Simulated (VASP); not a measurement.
# KF (Fm-3m) in VASP: notebook, part 2 of 2

VASP 6.6.1. The steps go on from the part before.

### 4 Single point, r2SCAN

This run uses another cell than the first one, of 18.80 Å³/atom, 0.944 times its volume.

Contents of POSCAR:

```
KF
1.0
    0.0000000000      2.6589605677      2.6589605677
    2.6589605677      0.0000000000      2.6589605677
    2.6589605677      2.6589605677      0.0000000000
K F
1 1
Direct
    0.0000000000      0.0000000000      0.0000000000
    0.5000000000      0.5000000000      0.5000000000
```

Contents of INCAR.step1:

```
SYSTEM = KF
PREC = Accurate
ENCUT = 520
ISMEAR = 0
SIGMA = 0.01
LREAL = .FALSE.
LASPH = .TRUE.
NELM = 80
NBANDS = 15
GGA = PE
ALGO = Normal
EDIFF = 1E-4
LWAVE = .TRUE.
LCHARG = .FALSE.
```

Contents of INCAR.step2:

```
SYSTEM = KF
PREC = Accurate
ENCUT = 520
EDIFF = 1E-6
ISMEAR = 0
SIGMA = 0.01
LREAL = .FALSE.
LASPH = .TRUE.
NELM = 80
ALGO = Normal
ISIF = 2
LWAVE = .FALSE.
LCHARG = .TRUE.
METAGGA = R2SCAN
LMIXTAU = .TRUE.
LELF = .TRUE.
LVHAR = .TRUE.
NBANDS = 15
ISTART = 1
```

Contents of KPOINTS:

```
regular mesh
0
G
  8 8 8
  0 0 0
```

Potentials or basis: VASP PAW PBE potentials, release 64 (K_sv, F).

Command:

```console
> cat potpaw_PBE.64/K_sv/POTCAR potpaw_PBE.64/F/POTCAR > POTCAR
> cp INCAR.step1 INCAR
> mpirun -np 1 vasp_std > vasp.out
> cp INCAR.step2 INCAR
> mpirun -np 1 vasp_std > vasp.out
```

OUTCAR:

```text
SYSTEM = KF
   PREC = Accurate
   ENCUT = 520
   EDIFF = 1E-6
   ISMEAR = 0
   LREAL = .FALSE.
   LASPH = .TRUE.
   NELM = 80
   ISIF = 2
   METAGGA = R2SCAN
   ISTART = 1

 ion  position               nearest neighbor table
   1  0.000  0.000  0.000-   2 2.66   2 2.66   2 2.66   2 2.66   2 2.66   2 2.66
   2  0.500  0.500  0.500-   1 2.66   1 2.66   1 2.66   1 2.66   1 2.66   1 2.66

  LATTYP: Found a face centered cubic cell.
 ALAT       =     5.3179211354

  Lattice vectors:

 A1 = (   0.0000000000,   2.6589605677,   2.6589605677)
 A2 = (   2.6589605677,   0.0000000000,   2.6589605677)
 A3 = (   2.6589605677,   2.6589605677,   0.0000000000)

Analysis of symmetry for initial positions (statically):
=====================================================================
 Subroutine PRICEL returns:
 Original cell was already a primitive cell.

 Routine SETGRP: Setting up the symmetry group for a
 face centered cubic supercell.

 Subroutine GETGRP returns: Found 48 space group operations
 (whereof 48 operations were pure point group operations)
 out of a pool of 48 trial point group operations.

The static configuration has the point symmetry O_h .

Analysis of symmetry for dynamics (positions and initial velocities):
=====================================================================
 Subroutine PRICEL returns:
 Original cell was already a primitive cell.

 Routine SETGRP: Setting up the symmetry group for a
 face centered cubic supercell.

 Subroutine GETGRP returns: Found 48 space group operations
 (whereof 48 operations were pure point group operations)
 out of a pool of 48 trial point group operations.

The dynamic configuration has the point symmetry O_h .

 Subroutine INISYM returns: Found 48 space group operations
 (whereof 48 operations are pure point group operations),
 and found     1 'primitive' translations

----------------------------------------------------------------------------------------

                                     Primitive cell

[... 114 lines left out ...]
   LORBIT       =      0    0 simple, 1 ext, 2 COOP (PROOUT), +10 PAW based schemes
   METAGGA = R2SCAN    functional components
   LHFCALC =     F    Hartree Fock is set to
   AEXX    =    0.0000 exact exchange contribution
   IVDW    =     0    specifies the selected vdW correction
   LEPSILON=     F    determine dielectric tensor
   LRPA    =     F    only Hartree local field effects (RPA)
 non-spin polarized calculation
 Gauss-broadening in eV      SIGMA  =   0.01
  energy-cutoff  :      520.00
  volume of cell :       37.60
 maximum number of plane-waves:      1036
   NGX = 13   NGY = 13   NGZ = 13

 number of electron      16.0000010 magnetization

 Free energy of the ion-electron system (eV)
  ---------------------------------------------------
  ext. energy  EPLUGINS =         0.00000000
  ---------------------------------------------------
  free energy    TOTEN  =       -14.97291621 eV

  energy without entropy =      -14.97291621  energy(sigma->0) =      -14.97291621

 E-fermi :  -3.1609     XC(G=0):  -8.9718

 val. band max:       -3.3119906513   @ k =   0.0000   0.0000   0.0000
 cond. band min:       3.5957295057   @ k =   0.0000   0.0000   0.0000
 fundamental gap:      6.9077201570
 Fermi energy:        -3.1608732995

 k-point     1 :       0.0000    0.0000    0.0000
  band No.  band energies     occupation
      1     -30.3949      2.00000
      2     -23.1085      2.00000
      3     -12.8696      2.00000
      4     -12.8696      2.00000
      5     -12.8696      2.00000
      6      -3.3120      2.00000
      7      -3.3120      2.00000
      8      -3.3120      2.00000
      9       3.5957      0.00000
     10       8.1806      0.00000
     11       8.1806      0.00000
     12       8.1806      0.00000
     13      10.0620      0.00000
     14      10.0620      0.00000
[... 401 lines left out ...]
      2     -23.1809      2.00000
      3     -13.1995      2.00000
      4     -13.0916      2.00000
      5     -12.9430      2.00000
      6      -3.8703      2.00000
      7      -3.5875      2.00000
      8      -3.5617      2.00000
      9       6.7523      0.00000
     10       7.4695      0.00000
     11       9.3614      0.00000
     12      10.3620      0.00000
     13      11.7292      0.00000
     14      12.7683      0.00000
     15      13.2233      0.00000

 [... further k-points ...]
[... 5 lines left out ...]
  --------------------------------------------------------------------------------------
  -------------------------------------------------------------------------------------
  Total       -0.0077853     -0.0077853     -0.0077853      0.0000000     -0.0000000      0.0000000
  in kB       -0.3317554     -0.3317554     -0.3317554      0.0000000     -0.0000000      0.0000000
  external PRESSURE =      -0.3317554 kB  Pullay stress =       0.0000000 kB

 VOLUME and BASIS-vectors are now :
 -----------------------------------------------------------------------------
  energy-cutoff  :      520.00
  volume of cell :       37.60
      direct lattice vectors                 reciprocal lattice vectors
     0.000000000  2.658960568  2.658960568    -0.188043405  0.188043405  0.188043405
     2.658960568  0.000000000  2.658960568     0.188043405 -0.188043405  0.188043405
     2.658960568  2.658960568  0.000000000     0.188043405  0.188043405 -0.188043405

 POSITION                                       TOTAL-FORCE (eV/Angst)
 -----------------------------------------------------------------------------------
      0.00000      0.00000      0.00000         0.000000      0.000000      0.000000
      2.65896      2.65896      2.65896         0.000000      0.000000      0.000000
 -----------------------------------------------------------------------------------
    total drift:                                0.000000      0.000000      0.000000

  FREE ENERGIE OF THE ION-ELECTRON SYSTEM (eV)
  ---------------------------------------------------
  free  energy   TOTEN  =       -14.9729162063 eV

  energy  without entropy=      -14.9729162063  energy(sigma->0) =      -14.97291621
```

OSZICAR.step1:

```text
N       E                     dE             d eps       ncg     rms          rms(c)
DAV:   1     0.106100185151E+03    0.10610E+03   -0.81305E+03   870   0.103E+03
DAV:   2    -0.521295529162E+01   -0.11131E+03   -0.10094E+03  1115   0.279E+02
DAV:   3    -0.942045843778E+01   -0.42075E+01   -0.41859E+01  1143   0.484E+01
DAV:   4    -0.954134050815E+01   -0.12088E+00   -0.12087E+00  1175   0.774E+00
DAV:   5    -0.954317702926E+01   -0.18365E-02   -0.18365E-02  1161   0.746E-01    0.635E+00
DAV:   6    -0.831344947812E+01    0.12297E+01   -0.34787E+00   898   0.149E+01    0.411E+00
DAV:   7    -0.828506529617E+01    0.28384E-01   -0.66132E-02  1073   0.223E+00    0.231E+00
DAV:   8    -0.828137236528E+01    0.36929E-02   -0.50327E-02   961   0.222E+00    0.192E-01
DAV:   9    -0.828291281420E+01   -0.15404E-02   -0.38174E-03  1087   0.513E-01    0.124E-01
DAV:  10    -0.828346925384E+01   -0.55644E-03   -0.46661E-04   919   0.188E-01    0.605E-02
DAV:  11    -0.828359405726E+01   -0.12480E-03   -0.12621E-04   881   0.948E-02    0.196E-02
DAV:  12    -0.828359264354E+01    0.14137E-05   -0.11354E-05   715   0.362E-02
   1 F= -.82835926E+01 E0= -.82835926E+01  d E =-.304823E-85
```

Wall time 31 s (1 thread of Intel Xeon 6975P-C (Granite Rapids), shared host); peak memory 0.16 GiB.

Results:

```
Free energy            : -14.9729 eV
Pressure               : 0.0 GPa
Band gap on the k mesh : 6.91 eV, direct
```

Caveat: the PAW data sets were made with another functional, which shifts forces and pressure a little. r2SCAN opens gaps a little over a GGA but as a rule still falls short of measured ones.

### 5 Relaxation of cell and atoms, PBE

This run uses another cell than the first one, of 15.21 Å³/atom, 0.764 times its volume.

Contents of INCAR:

```
PREC = Accurate ; ENCUT = 600
EDIFF = 1E-6 ; ISMEAR = -1
SIGMA = 0.02 ; LREAL = False
LASPH = True ; NELM = 60
ALGO = Normal ; ISIF = 3
LWAVE = False ; LCHARG = False
GGA = PE ; IBRION = 2
NSW = 80 ; EDIFFG = -0.005
```

Contents of KPOINTS:

```
regular mesh
0
Gamma
  8 8 8
```

Contents of POSCAR:

```
KF
1.0
    0.0000000000      2.4776920000      2.4776920000
    2.4776920000      0.0000000000      2.4776920000
    2.4776920000      2.4776920000      0.0000000000
K F
1 1
Direct
    0.0000000000      0.0000000000      0.0000000000
    0.5000000000      0.5000000000      0.5000000000
```

Command:

```console
> cat potpaw_PBE.64/K_sv/POTCAR potpaw_PBE.64/F/POTCAR > POTCAR
> mpirun -np 1 vasp_std > vasp.out
```

Run time: 43 s. Hardware: 1 thread of Intel Xeon 6975P-C (Granite Rapids), shared host; peak memory 0.16 GiB.

It converged, with:

| Item | Value |
| --- | --- |
| Free energy | -8.2887 eV |
| Relaxed volume | 19.86 Å³/atom |
| Relaxed cell | a = 3.830 Å, b = 3.830 Å, c = 3.830 Å, α = 60.00°, β = 60.00°, γ = 60.00° |
| Space group after relaxing (to 0.05 Å) | Fm-3m (No. 225) |
| Energy gained by relaxing | 173.7 meV/atom |
| Ionic steps | 21 |
| Pressure after relaxing | 0.0 GPa |
| Band gap on the k mesh | 5.96 eV, direct |

Step by step:
```csv
step,energy change (eV),largest force (eV/Å),pressure (GPa),volume (Å³)
1,0.0000,0.0000,15.33,30.42
2,-0.3310,0.0000,2.30,37.29
3,-0.3382,0.0000,-1.46,41.69
4,-0.3475,0.0000,-0.09,39.83
5,-0.3475,0.0000,0.07,39.62
6,-0.3475,0.0000,0.08,39.62
7,-0.3475,0.0000,0.08,39.62
8,-0.3475,0.0000,0.07,39.62
9,-0.3475,0.0000,0.07,39.62
10,-0.3475,0.0000,0.07,39.62
11,-0.3475,0.0000,0.07,39.62
12,-0.3475,0.0000,0.07,39.62
13,-0.3475,0.0000,0.07,39.62
14,-0.3475,0.0000,0.07,39.62
15,-0.3475,0.0000,0.08,39.62
16,-0.3475,0.0000,0.08,39.63
17,-0.3475,0.0000,0.08,39.63
18,-0.3475,0.0000,0.08,39.63
19,-0.3475,0.0000,0.07,39.65
20,-0.3475,0.0000,0.05,39.67
21,-0.3475,0.0000,0.01,39.71
```

Final structure:
```
K F
1.0
     0.00000    2.70792    2.70792
     2.70792    0.00000    2.70792
     2.70792    2.70792    0.00000
K F
1 1
Direct
  0.00000 0.00000 0.00000
  0.50000 0.50000 0.50000
```

Levels at points of the mesh, in eV from the valence-band top:
```tsv
k point	band 4	band 5	band 6	band 7	band 8	band 9	band 10	band 11	band 12
(0.00, 0.00, 0.00)	-9.53	-9.53	0.00	0.00	0.00	5.96	10.57	10.57	10.57
(0.50, 0.00, 0.00)	-9.56	-9.56	-0.75	-0.31	-0.31	8.90	10.31	11.88	11.88
(0.50, 0.50, 0.00)	-9.71	-9.71	-0.23	-0.06	-0.06	8.16	10.08	11.49	13.40
```

Caveat: the volume moved by over 15 % at a fixed basis, so the end points are rough. A k mesh can miss the band edges.

### 6 Relaxation of cell and atoms, r2SCAN

Contents of POSCAR:

```
KF
1.0
    0.0000000000      2.7102693906      2.7102693906
    2.7102693906      0.0000000000      2.7102693906
    2.7102693906      2.7102693906      0.0000000000
K F
1 1
Direct
    0.0000000000      0.0000000000      0.0000000000
    0.5000000000      0.5000000000      0.5000000000
```

Contents of INCAR.step1:

```
PREC = Accurate
ENCUT = 600
ISMEAR = -1
SIGMA = 0.02
LREAL = False
LASPH = True
NELM = 100
GGA = PE
ALGO = Normal
EDIFF = 1E-4
LWAVE = True
LCHARG = False
```

Contents of INCAR.step2:

```
PREC = Accurate
ENCUT = 600
EDIFF = 1E-6
ISMEAR = -1
SIGMA = 0.02
LREAL = False
LASPH = True
NELM = 100
ALGO = Normal
ISIF = 3
LWAVE = False
LCHARG = False
METAGGA = R2SCAN
LMIXTAU = True
IBRION = 2
NSW = 80
EDIFFG = -0.005
ISTART = 1
```

Contents of KPOINTS:

```
Automatic mesh
0
Gamma
  8 8 8
```

Potentials or basis: VASP PAW PBE potentials, release 64 (K_sv, F).

Command:

```console
> cat potpaw_PBE.64/K_sv/POTCAR potpaw_PBE.64/F/POTCAR > POTCAR
> cp INCAR.step1 INCAR
> mpirun -np 1 vasp_std > vasp.out
> cp INCAR.step2 INCAR
> mpirun -np 1 vasp_std > vasp.out
```

OUTCAR:

```text
PREC = Accurate
   ENCUT = 600
   EDIFF = 1E-6
   ISMEAR = -1
   LREAL = False
   LASPH = True
   NELM = 100
   ISIF = 3
   METAGGA = R2SCAN
   IBRION = 2
   NSW = 80
   EDIFFG = -0.005
   ISTART = 1

 ion  position               nearest neighbor table
   1  0.000  0.000  0.000-   2 2.71   2 2.71   2 2.71   2 2.71   2 2.71   2 2.71
   2  0.500  0.500  0.500-   1 2.71   1 2.71   1 2.71   1 2.71   1 2.71   1 2.71

  LATTYP: Found a face centered cubic cell.
 ALAT       =     5.4205387812

  Lattice vectors:

 A1 = (   0.0000000000,   2.7102693906,   2.7102693906)
 A2 = (   2.7102693906,   0.0000000000,   2.7102693906)
 A3 = (   2.7102693906,   2.7102693906,   0.0000000000)

Analysis of symmetry for initial positions (statically):
=====================================================================
 Subroutine PRICEL returns:
[... 294 lines left out ...]
 Fermi energy:        -2.8913977090

 k-point     1 :       0.0000    0.0000    0.0000
  band No.  band energies     occupation
      1     -30.3865      2.00000
      2     -23.1103      2.00000
      3     -12.8605      2.00000
      4     -12.8605      2.00000
      5     -12.8605      2.00000
      6      -3.3122      2.00000
      7      -3.3122      2.00000
      8      -3.3122      2.00000
      9       3.6067      0.00000
     10       8.1881      0.00000
     11       8.1881      0.00000
     12       8.1881      0.00000
[... 331 lines left out ...]
 k-point    24 :      -0.3750    0.2500    0.1250
  band No.  band energies     occupation
      1     -30.2717      2.00000
      2     -23.1826      2.00000
      3     -13.1917      2.00000
      4     -13.0835      2.00000
      5     -12.9341      2.00000
      6      -3.8710      2.00000
      7      -3.5881      2.00000
      8      -3.5618      2.00000
      9       6.7608      0.00000
     10       7.4798      0.00000
     11       9.3737      0.00000
     12      10.3731      0.00000

 [... further k-points ...]
[... 5 lines left out ...]
  --------------------------------------------------------------------------------------
  -------------------------------------------------------------------------------------
  Total       -0.0003639     -0.0003639     -0.0003639      0.0000000     -0.0000000      0.0000000
  in kB       -0.0155288     -0.0155288     -0.0155288      0.0000000     -0.0000000      0.0000000
  external PRESSURE =      -0.0155288 kB  Pullay stress =       0.0000000 kB
[... 17 lines left out ...]
  FREE ENERGIE OF THE ION-ELECTRON SYSTEM (eV)
  ---------------------------------------------------
  free  energy   TOTEN  =       -14.9792819411 eV

  energy  without entropy=      -14.9792819411  energy(sigma->0) =      -14.97928194

 reached required accuracy - stopping structural energy minimisation
```

OUTCAR.step1:

```text
PREC = Accurate
   ENCUT = 600
   ISMEAR = -1
   LREAL = False
   LASPH = True
[... 580 lines left out ...]
      0.00000      0.00000      0.00000         0.000000      0.000000     -0.000000
      2.71027      2.71027      2.71027        -0.000000     -0.000000      0.000000
 -----------------------------------------------------------------------------------
    total drift:                                0.000000     -0.000000      0.000000

  FREE ENERGIE OF THE ION-ELECTRON SYSTEM (eV)
  ---------------------------------------------------
  free  energy   TOTEN  =        -8.3011216127 eV

  energy  without entropy=       -8.3011216127  energy(sigma->0) =       -8.30112161
```

Wall time 82 s (1 thread of Intel Xeon 6975P-C (Granite Rapids), shared host); peak memory 0.2 GiB.

Results:

- Free energy: -14.9793 eV
- Relaxed volume: 18.77 Å³/atom
- Relaxed cell: a = 3.758 Å, b = 3.758 Å, c = 3.758 Å, α = 60.00°, β = 60.00°, γ = 60.00°
- Space group after relaxing (to 0.05 Å): Fm-3m (No. 225)
- Energy gained by relaxing: 6.9 meV/atom
- Ionic steps: 4
- Pressure after relaxing: 0.0 GPa
- Band gap on the k mesh: 6.92 eV, direct

The path:
| step | energy change (eV) | largest force (eV/Å) | pressure (GPa) | volume (Å³) |
| --- | --- | --- | --- | --- |
| 1 | 0.0000 | 0.0000 | -1.82 | 39.82 |
| 2 | -0.0110 | 0.0000 | -0.86 | 38.53 |
| 3 | -0.0137 | 0.0000 | -0.12 | 37.68 |
| 4 | -0.0138 | 0.0000 | 0.00 | 37.54 |

Final structure:
```
K F
1.0
     0.00000    2.65762    2.65762
     2.65762    0.00000    2.65762
     2.65762    2.65762    0.00000
K F
1 1
Cartesian
  2.6576 5.3152 2.6576
  2.6576 2.6576 2.6576
```

Levels at points of the mesh, in eV from the valence-band top:
| k point | band 6 | band 7 | band 8 | band 9 | band 10 | band 11 |
| --- | --- | --- | --- | --- | --- | --- |
| (0.00, 0.00, 0.00) | 0.00 | 0.00 | 0.00 | 6.92 | 11.50 | 11.50 |
| (0.50, 0.00, 0.00) | -0.78 | -0.35 | -0.35 | 9.75 | 11.37 | 13.00 |
| (0.50, 0.50, 0.00) | -0.20 | -0.05 | -0.05 | 8.78 | 11.32 | 12.56 |

Caveat: the PAW data sets were made with another functional, which shifts forces and pressure a little.

### 7 Overview

| task | level | cell | cutoff (eV) | smearing | gap on the mesh (eV) | pressure (GPa) | relaxed volume (Å³/atom) |
| --- | --- | --- | --- | --- | --- | --- | --- |
| single point | PBE | a = 3.833 Å, angles 60.0°, 2 atoms | 520 | fermi-dirac 0.02 eV | 5.95 | 0.0 | - |
| single point | r2SCAN | a = 3.760 Å, angles 60.0°, 2 atoms | 520 | fermi-dirac 0.02 eV | 6.91 | 0.0 | - |
| single point | r2SCAN | a = 3.760 Å, angles 60.0°, 2 atoms | 520 | gaussian 0.01 eV | 6.91 | 0.0 | - |
| relaxation of cell and atoms | PBE | relaxed from a = 3.504 Å, angles 60.0°, 2 atoms | 600 | fermi-dirac 0.02 eV | 5.96 | 0.0 | 19.86 |
| relaxation of cell and atoms | r2SCAN | relaxed from a = 3.833 Å, angles 60.0°, 2 atoms | 600 | fermi-dirac 0.02 eV | 6.92 | 0.0 | 18.77 |

Alike in all rows: potentials or basis VASP PAW PBE potentials, release 64 (K_sv, F); no spin polarisation; k mesh 8 × 8 × 8.

Caveats: the PAW data sets were made with another functional, which shifts forces and pressure a little (some runs); the volume moved by over 15 % at a fixed basis, so the end points are rough (some runs).

Absolute energies hang on the potentials; compare differences alone.
